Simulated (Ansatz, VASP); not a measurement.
InAs in VASP and in Ansatz

```
In As
1.0
     0.00000    3.09348    3.09348
     3.09348    0.00000    3.09348
     3.09348    3.09348    0.00000
In As
1 1
Cartesian
  0.0000 0.0000 0.0000
  1.5467 1.5467 1.5467
```

Alike in both runs: functional PBE; k mesh 9 × 9 × 9; occupations fermi-dirac, width 0.02 eV; no spin polarisation.

Ansatz relaxed the structure, and its values are those at the end. VASP's run is a single point on that final structure, the one shown.

```csv
,VASP,Ansatz
version,VASP 6.6.1,Ansatz 0.2.0
potentials or method,"VASP PAW PBE potentials, release 64 (In_d, As)","PAW with Ansatz's default frozen-core files, scalar-relativistic"
plane-wave cutoff (eV),500,420
valence electrons in the cell,18,28
```

```tsv
	VASP	Ansatz	Ansatz less VASP
pressure (GPa)	0.0	0.0	-0.05
```

The functional is the same, so the differences come from potentials, cutoffs and numerics. VASP's potentials hold 18 valence electrons a cell and Ansatz's 28, so a difference there can come from the potentials and not from the codes.
